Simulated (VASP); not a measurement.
# Pd (Fm-3m) in VASP: further runs

The runs below take Pd through single point, with r2SCAN, LDA, PBE.

Program: VASP 6.6.1. These are calculated values, not measurements. Logs are shortened: lines on timing, memory, paths and dates and some standing lists are left out, and cuts for length are marked.

**1. The cell of the first run**

The structure is cubic, space group Fm-3m (No. 225). The conventional cell has a = 3.893 Å, b = 3.893 Å, c = 3.893 Å, α = 90.00°, β = 90.00°, γ = 90.00°. Within 3.6 Å of Pd (site symmetry m-3m) lie 12 Pd at 2.75 Å.

**2. Single point, r2SCAN**

File POSCAR:

```
Pd
1.0
    0.0000000000      1.9465000000      1.9465000000
    1.9465000000      0.0000000000      1.9465000000
    1.9465000000      1.9465000000      0.0000000000
Pd
1
Direct
    0.0000000000      0.0000000000      0.0000000000
```

File INCAR.step1:

```
  PREC = Accurate
  ENCUT = 520
  ISMEAR = -1
  SIGMA = 0.05
  LREAL = False
  LASPH = True
  NELM = 60
  NBANDS = 11
  GGA = PE
  ALGO = Normal
  EDIFF = 1E-4
  LWAVE = True
  LCHARG = False
```

File INCAR.step2:

```
  PREC = Accurate
  ENCUT = 520
  EDIFF = 1E-6
  ISMEAR = -1
  SIGMA = 0.05
  LREAL = False
  LASPH = True
  NELM = 60
  ALGO = Normal
  ISIF = 2
  LWAVE = False
  LCHARG = False
  METAGGA = R2SCAN
  LMIXTAU = True
  NBANDS = 11
  ISTART = 1
```

File KPOINTS:

```
Automatic mesh
0
Gamma
  10 10 10
```

Potentials or basis: VASP PAW PBE potentials, release 64 (Pd).

Started as:

```console
> cat potpaw_PBE.64/Pd/POTCAR > POTCAR
> cp INCAR.step1 INCAR
> mpirun -np 1 vasp_std > vasp.out
> cp INCAR.step2 INCAR
> mpirun -np 1 vasp_std > vasp.out
```

OUTCAR:

```text
PREC = Accurate
   ENCUT = 520
   EDIFF = 1E-6
   ISMEAR = -1
   LREAL = False
   LASPH = True
   NELM = 60
   ISIF = 2
   METAGGA = R2SCAN
   ISTART = 1

 ion  position               nearest neighbor table
   1  0.000  0.000  0.000-

  LATTYP: Found a face centered cubic cell.
 ALAT       =     3.8930000000

  Lattice vectors:

 A1 = (   0.0000000000,   1.9465000000,   1.9465000000)
 A2 = (   1.9465000000,   0.0000000000,   1.9465000000)
 A3 = (   1.9465000000,   1.9465000000,   0.0000000000)

Analysis of symmetry for initial positions (statically):
[... 33 lines left out ...]
                                     Primitive cell

  volume of cell :      14.7500

  direct lattice vectors                    reciprocal lattice vectors
     0.000000000  1.946500000  1.946500000    -0.256871307  0.256871307  0.256871307
     1.946500000  0.000000000  1.946500000     0.256871307 -0.256871307  0.256871307
     1.946500000  1.946500000  0.000000000     0.256871307  0.256871307 -0.256871307

  length of vectors
     2.752766699  2.752766699  2.752766699     0.444914156  0.444914156  0.444914156

  position of ions in fractional coordinates (direct lattice)
     0.000000000  0.000000000  0.000000000

  ion indices of the primitive-cell ions
   primitive index   ion index
                 1           1

----------------------------------------------------------------------------------------

 KPOINTS: Automatic mesh

Automatic generation of k-mesh.
 Grid dimensions read from file:
 generate k-points for:   10   10   10

 Generating k-lattice:

  Cartesian coordinates                     Fractional coordinates (reciprocal lattice)
    -0.025687131  0.025687131  0.025687131     0.100000000  0.000000000  0.000000000
     0.025687131 -0.025687131  0.025687131     0.000000000  0.100000000  0.000000000
     0.025687131  0.025687131 -0.025687131     0.000000000  0.000000000  0.100000000

  Length of vectors
     0.044491416  0.044491416  0.044491416

  Shift w.r.t. Gamma in fractional coordinates (k-lattice)
     0.000000000  0.000000000  0.000000000

 Subroutine IBZKPT returns following result:
 ===========================================

 Found     47 irreducible k-points:

 Following reciprocal coordinates:
            Coordinates               Weight
  0.000000  0.000000  0.000000      1.000000
  0.100000  0.000000  0.000000      8.000000
  0.200000  0.000000  0.000000      8.000000
  0.300000  0.000000  0.000000      8.000000
  0.400000  0.000000  0.000000      8.000000
  0.500000  0.000000  0.000000      4.000000
[... 16 lines left out ...]
  0.300000  0.300000  0.000000      6.000000
  0.400000  0.300000  0.000000     24.000000
 [... further k-points ...]
   k-points           NKPTS =     47   k-points in BZ     NKDIM =     47   number of bands    NBANDS=     11
   number of dos      NEDOS =    301   number of ions     NIONS =      1
   total plane-waves  NPLWV =   8000
   dimension x,y,z NGX =    20 NGY =   20 NGZ =   20
   dimension x,y,z NGXF=    40 NGYF=   40 NGZF=   40
   ions per type =               1
   NGX,Y,Z   is equivalent  to a cutoff of  12.08, 12.08, 12.08 a.u.
   NGXF,Y,Z  is equivalent  to a cutoff of  24.16, 24.16, 24.16 a.u.
 SYSTEM =  unknown system
   PREC   = accura    normal or accurate (medium, high low for compatibility)
   ISTART =      1    job   : 0-new  1-cont  2-samecut
   ICHARG =      0    charge: 1-file 2-atom 10-const
   ISPIN  =      1    spin polarized calculation?
   LNONCOLLINEAR =      F non collinear calculations
   LSORBIT =      F    spin-orbit coupling
   LASPH  =      T    aspherical Exc in radial PAW
   ENCUT  =  520.0 eV  38.22 Ry    6.18 a.u.   5.12  5.12  5.12*2*pi/ulx,y,z
   NELM   =     60;   NELMIN=  2; NELMDL=  0     # of ELM steps
   EDIFF  = 0.1E-05   stopping-criterion for ELM
   LREAL  =      F    real-space projection
   EDIFFG = 0.1E-04   stopping-criterion for IOM
   NSW    =      0    number of steps for IOM
   IBRION =     -1    ionic relax: 0-MD 1-quasi-New 2-CG
   NFREE  =      0    steps in history (QN), initial steepest desc. (CG)
   ISIF   =      2    stress and relaxation
   ISYM   =      2    0-nonsym 1-usesym 2-fastsym
   POTIM  = 0.5000    time-step for ionic-motion
   TEBEG  =    0.0;   TEEND  =   0.0 temperature during run
   PSTRESS=    0.0 pullay stress
   NELECT =      10.0000    total number of electrons
   NUPDOWN=      -1.0000    fix difference up-down
   EMIN   =  10.00;   EMAX   =-10.00  energy-range for DOS
   EFERMI =   0.00;   METHOD = LEGACY
   ISMEAR =    -1;   SIGMA  =   0.05  broadening in eV -4-tet -1-fermi 0-gaus
   EFERMI_NEDOS =   21; number of points for ismear=-14 and -15
   IALGO  =     38    algorithm
   IMIX   =      4    mixing-type and parameters
     AMIX     =   0.40;   BMIX     =  1.00
     AMIX_MAG =   1.60;   BMIX_MAG =  1.00
  volume/ion in A,a.u.               =      14.75        99.54
  Fermi-wavevector in a.u.,A,eV,Ry     =   1.438171  2.717748 28.141404  2.068335
  Thomas-Fermi vector in A             =   2.557167
   LORBIT       =      0    0 simple, 1 ext, 2 COOP (PROOUT), +10 PAW based schemes
   METAGGA = R2SCAN    functional components
   LHFCALC =     F    Hartree Fock is set to
   AEXX    =    0.0000 exact exchange contribution
   IVDW    =     0    specifies the selected vdW correction
   LEPSILON=     F    determine dielectric tensor
   LRPA    =     F    only Hartree local field effects (RPA)
 non-spin polarized calculation
  energy-cutoff  :      520.00
  volume of cell :       14.75
 maximum number of plane-waves:       411
   NGX = 11   NGY = 11   NGZ = 11

 number of electron       9.9999999 magnetization

 Free energy of the ion-electron system (eV)
  ---------------------------------------------------
  ext. energy  EPLUGINS =         0.00000000
  ---------------------------------------------------
  free energy    TOTEN  =       -22.96593638 eV

  energy without entropy =      -22.95177198  energy(sigma->0) =      -22.95885418

 E-fermi :   9.6229     XC(G=0): -14.1310

 val. band max:        9.6204507899   @ k =  -0.4000   0.4000   0.0000
 cond. band min:       9.6415313532   @ k =   0.5000   0.2000   0.0000
 fundamental gap:      0.0210805633
 Fermi energy:         9.6229352143

 k-point     1 :       0.0000    0.0000    0.0000
  band No.  band energies     occupation
      1       2.4185      2.00000
      2       6.6952      2.00000
      3       6.6952      2.00000
      4       6.6952      2.00000
      5       8.3077      2.00000
      6       8.3077      2.00000
      7      27.6366      0.00000
      8      32.0793      0.00000
      9      32.6239      0.00000
     10      32.6239      0.00000
     11      32.6239      0.00000

 k-point     2 :       0.1000    0.0000    0.0000
  band No.  band energies     occupation
      1       2.7881      2.00000
      2       6.5747      2.00000
      3       6.8173      2.00000
      4       6.8173      2.00000
      5       8.2560      2.00000
      6       8.2560      2.00000
      7      27.9736      0.00000
      8      30.5693      0.00000
      9      32.1040      0.00000
     10      33.0349      0.00000
     11      33.0350      0.00000

 k-point     3 :       0.2000    0.0000    0.0000
  band No.  band energies     occupation
      1       3.7049      2.00000
      2       6.4757      2.00000
      3       6.9972      2.00000
      4       6.9972      2.00000
      5       8.2995      2.00000
      6       8.2995      2.00000
      7      26.6759      0.00000
      8      28.9238      0.00000
      9      32.0949      0.00000
     10      33.9955      0.00000
     11      33.9955      0.00000

 k-point     4 :       0.3000    0.0000    0.0000
  band No.  band energies     occupation
      1       4.3063      2.00000
      2       6.9043      2.00000
      3       6.9043      2.00000
      4       7.3644      2.00000
      5       8.7550      2.00000
      6       8.7550      2.00000
      7      22.9356      0.00000
      8      28.3178      0.00000
      9      32.0903      0.00000
     10      33.9736      0.00000
     11      33.9736      0.00000

 k-point     5 :       0.4000    0.0000    0.0000
  band No.  band energies     occupation
      1       4.2586      2.00000
      2       6.7069      2.00000
      3       6.7069      2.00000
      4       9.3272      1.99462
      5       9.3272      1.99462
      6       9.4500      1.93894
      7      19.2777      0.00000
      8      27.3969      0.00000
      9      32.0911      0.00000
     10      32.4342      0.00000
     11      32.4342      0.00000
[... 211 lines left out ...]
 k-point    21 :      -0.3000    0.2000    0.0000
  band No.  band energies     occupation
      1       5.2844      2.00000
      2       6.2594      2.00000
      3       6.8196      2.00000
      4       7.4340      2.00000
      5       8.5399      2.00000
      6      12.0680      0.00000
      7      21.2076      0.00000
      8      24.8671      0.00000
      9      29.9147      0.00000
     10      32.1256      0.00000
     11      32.4155      0.00000

 k-point    22 :      -0.2000    0.2000    0.0000
  band No.  band energies     occupation
      1       5.2421      2.00000
      2       5.9690      2.00000
      3       6.7871      2.00000
      4       7.6043      2.00000
      5       7.8078      2.00000
      6      10.3197      0.00000
      7      24.7126      0.00000
      8      25.5363      0.00000
      9      31.1511      0.00000
     10      32.1520      0.00000
     11      33.8543      0.00000

 k-point    23 :       0.3000    0.3000    0.0000
  band No.  band energies     occupation
      1       4.7164      2.00000
      2       5.0645      2.00000
      3       8.5263      2.00000
      4       8.5263      2.00000
      5       8.5724      2.00000
      6       9.0760      1.99996
      7      27.0455      0.00000
      8      27.0455      0.00000
      9      27.4834      0.00000
     10      30.8180      0.00000
     11      31.7129      0.00000

 k-point    24 :       0.4000    0.3000    0.0000
  band No.  band energies     occupation
      1       4.6691      2.00000
      2       4.9223      2.00000
      3       8.1826      2.00000
      4       8.6257      2.00000
      5       9.5009      1.83987
      6      10.8326      0.00000
      7      24.0027      0.00000
      8      25.6120      0.00000
      9      26.0201      0.00000
     10      31.2529      0.00000
     11      32.0963      0.00000

 [... further k-points ...]
[... 5 lines left out ...]
  --------------------------------------------------------------------------------------
  -------------------------------------------------------------------------------------
  Total        0.2507105      0.2507105      0.2507105      0.0000000      0.0000000     -0.0000000
  in kB       27.2326511     27.2326511     27.2326511      0.0000000      0.0000000     -0.0000000
  external PRESSURE =      27.2326511 kB  Pullay stress =       0.0000000 kB

 VOLUME and BASIS-vectors are now :
 -----------------------------------------------------------------------------
  energy-cutoff  :      520.00
  volume of cell :       14.75
      direct lattice vectors                 reciprocal lattice vectors
     0.000000000  1.946500000  1.946500000    -0.256871307  0.256871307  0.256871307
     1.946500000  0.000000000  1.946500000     0.256871307 -0.256871307  0.256871307
     1.946500000  1.946500000  0.000000000     0.256871307  0.256871307 -0.256871307

 POSITION                                       TOTAL-FORCE (eV/Angst)
 -----------------------------------------------------------------------------------
      0.00000      0.00000      0.00000        -0.000000     -0.000000     -0.000000
 -----------------------------------------------------------------------------------
    total drift:                               -0.000000     -0.000000     -0.000000

  FREE ENERGIE OF THE ION-ELECTRON SYSTEM (eV)
  ---------------------------------------------------
  free  energy   TOTEN  =       -22.9659363797 eV

  energy  without entropy=      -22.9517719834  energy(sigma->0) =      -22.95885418
```

It took 15 s on 1 thread of AMD EPYC 9R45 (Zen 5), shared host; peak memory 0.1 GiB.

What came out:

- Free energy: -22.9659 eV
- Pressure: 2.7 GPa
- Band gap on the k mesh: zero (band 5 reaches 9.93 eV, above the bottom of band 6 at 8.26 eV)

Caveat: the PAW data sets were made with another functional, which shifts forces and pressure a little.

**3. Single point, LDA**

File INCAR:

```
SYSTEM = Pd
PREC     = Accurate       ! precision mode
ENCUT    = 520            ! plane-wave cutoff, eV
EDIFF    = 1E-6           ! SCF threshold, eV
ISMEAR   = 0              ! smearing method
SIGMA    = 0.1            ! smearing width, eV
LREAL    = .FALSE.        ! projectors in reciprocal space
LASPH    = .TRUE.         ! aspherical terms in the spheres
NELM     = 100            ! most SCF steps
ALGO     = Fast           ! electronic algorithm
ISIF     = 2              ! what is computed and relaxed
LWAVE    = .FALSE.        ! write WAVECAR
LCHARG   = .TRUE.         ! write CHGCAR
LELF     = .TRUE.         ! ELF
LVHAR    = .TRUE.       
NBANDS   = 11             ! bands
```

File KPOINTS:

```
regular mesh
0
G
  12 12 12
  0 0 0
```

POSCAR is that of step 2.

Potentials or basis: VASP PAW LDA potentials, release 64 (Pd).

Started as:

```console
> cat potpaw_LDA.64/Pd/POTCAR > POTCAR
> mpirun -np 1 vasp_std > vasp.out
```

It took 13 s on 1 thread of Intel Xeon Platinum 8375C at 2.90GHz (Ice Lake), shared host; peak memory 0.12 GiB.

Results (log left out):

| Quantity | Value |
| --- | --- |
| Free energy | -6.4898 eV |
| Pressure | -8.5 GPa |
| Band gap on the k mesh | zero (band 5 reaches 9.87 eV, above the bottom of band 6 at 8.29 eV) |

Levels at points of the mesh, in eV from the Fermi level:
```csv
k point,band 2,band 3,band 4,band 5,band 6,band 7,band 8,band 9
"(0.00, 0.00, 0.00)",-2.85,-2.85,-2.85,-1.20,-1.20,17.17,21.89,21.89
"(0.50, 0.00, 0.00)",-2.88,-2.88,0.00,0.00,0.98,7.28,16.54,20.95
"(0.50, 0.50, 0.00)",-5.12,-0.01,0.31,0.31,3.29,10.74,13.10,13.10
```

**4. Single point, LDA, non-collinear spin, typed start**

File INCAR:

```
SYSTEM = Pd
PREC     = Accurate       ! precision mode
ENCUT    = 520            ! plane-wave cutoff, eV
EDIFF    = 1E-6           ! SCF threshold, eV
ISMEAR   = 0              ! smearing method
SIGMA    = 0.01           ! smearing width, eV
LREAL    = .FALSE.        ! projectors in reciprocal space
LASPH    = .TRUE.         ! aspherical terms in the spheres
NELM     = 150            ! most SCF steps
ALGO     = Normal         ! electronic algorithm
ISIF     = 2              ! what is computed and relaxed
LWAVE    = .FALSE.        ! write WAVECAR
LCHARG   = .TRUE.         ! write CHGCAR
LNONCOLLINEAR= .TRUE.         ! non-collinear magnetism
MAGMOM   = 0.289 0.289 0.289 ! initial moments
LORBIT   = 11             ! projections on sites
LMAXMIX  = 4              ! l up to which the mixer works
GGA      = CA             ! functional
LVHAR    = .TRUE.       
NBANDS   = 21             ! bands
```

File KPOINTS:

```
Automatic mesh
0
G
  9 9 9
  0 0 0
```

POSCAR is that of step 3.

Started as:

```console
> cat potpaw_LDA.64/Pd/POTCAR > POTCAR
> mpirun -np 1 vasp_ncl > vasp.out
```

Wall time 1.8 min (1 thread of Intel Xeon Platinum 8375C at 2.90GHz (Ice Lake), shared host); peak memory 0.18 GiB.

The run converged. Its results:

```yaml
Free_energy: -6.4869 eV
Pressure: -8.7 GPa
Band_gap_on_the_k_mesh: zero (band 10 reaches 9.77 eV, above the bottom of band 11 at 8.30 eV)
Net_moment: 0.02 μB per cell
Valence_electrons_inside_the_program's_atomic_spheres: Pd 9.43
```

Levels at points of the mesh, in eV from the Fermi level:
```tsv
k point	band 7	band 8	band 9	band 10	band 11	band 12	band 13	band 14
(0.00, 0.00, 0.00)	-2.84	-2.84	-1.20	-1.20	-1.19	-1.19	17.18	17.18
```

Moments on the atoms (μB; x, y, z):
```
Pd  -0.01 -0.01 -0.01
```

**5. Single point, PBE**

File INCAR:

```
  PREC = Accurate
  ENCUT = 520
  EDIFF = 1E-6
  ISMEAR = 0
  SIGMA = 0.022
  LREAL = False
  LASPH = True
  NELM = 100
  ALGO = Normal
  ISIF = 2
  LWAVE = False
  LCHARG = False
  GGA = PE
  NBANDS = 11
```

File KPOINTS:

```
Automatic mesh
0
Gamma
  12 12 12
```

POSCAR is that of step 4.

Potentials or basis: VASP PAW PBE potentials, release 64 (Pd).

Started as:

```console
> cat potpaw_PBE.64/Pd/POTCAR > POTCAR
> mpirun -np 1 vasp_std > vasp.out
```

Run time: 4.3 s. Hardware: 1 thread of Intel Xeon 6975P-C (Granite Rapids), shared host; peak memory 0.13 GiB.

Results (log left out):

* Free energy: -5.2080 eV
* Pressure: 6.6 GPa
* Band gap on the k mesh: zero (band 5 reaches 10.06 eV, above the bottom of band 6 at 8.48 eV)

Levels at points of the mesh, in eV from the Fermi level:
| k point | band 3 | band 4 | band 5 | band 6 | band 7 | band 8 |
| --- | --- | --- | --- | --- | --- | --- |
| (0.00, 0.00, 0.00) | -2.81 | -2.81 | -1.20 | -1.20 | 17.23 | 22.01 |
| (0.50, 0.00, 0.00) | -2.86 | 0.00 | 0.00 | 1.05 | 7.35 | 16.59 |
| (0.50, 0.50, 0.00) | -0.03 | 0.31 | 0.31 | 3.38 | 10.81 | 13.25 |

**6. The runs side by side**

| level | potentials or basis | spin | k mesh | smearing | gap on the mesh (eV) | pressure (GPa) |
| --- | --- | --- | --- | --- | --- | --- |
| r2SCAN | VASP PAW PBE potentials, release 64 (Pd) | off | 10 × 10 × 10 | fermi-dirac 0.05 eV | none | 2.7 |
| LDA | VASP PAW LDA potentials, release 64 (Pd) | off | 12 × 12 × 12 | gaussian 0.1 eV | none | -8.5 |
| LDA | VASP PAW LDA potentials, release 64 (Pd) | non-collinear, typed start | 9 × 9 × 9 | gaussian 0.01 eV | none | -8.7 |
| PBE | VASP PAW PBE potentials, release 64 (Pd) | off | 12 × 12 × 12 | gaussian 0.022 eV | none | 6.6 |

Alike in all rows: task single point; cell as given; cutoff (eV) 520.

Caveats: the PAW data sets were made with another functional, which shifts forces and pressure a little (some runs).

Absolute energies hang on the potentials; compare differences alone.
